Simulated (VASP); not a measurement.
Crystal: LiH.

```xyz
2
Lattice="0.0000 1.9985 1.9985 1.9985 0.0000 1.9985 1.9985 1.9985 0.0000" Properties=species:S:1:pos:R:3 pbc="T T T"
Li    0.0000    0.0000    0.0000
H     1.9985    1.9985    1.9985
```

Base run:

| Property | Result |
| --- | --- |
| Program | VASP 6.6.1 |
| Functional | r2SCAN |
| Potentials or basis | VASP PAW PBE potentials, release 64 (Li_sv, H) |
| Cutoff | 520 eV |
| k mesh | 10 × 10 × 10 |
| Occupations | gaussian, width 0.01 eV |
| Spin | no spin polarisation |

Its results: band gap on the k mesh 3.58 eV, direct.

Task: The run is repeated on the same cell with these changes: functional from r2SCAN to PBE. What comes out?

Result: Band gap on the k mesh 2.97 eV, direct.

r2SCAN gives the wider gap, since meta-GGAs in the generalised Kohn-Sham scheme recover part of the derivative discontinuity.

A k mesh can miss the band edges.
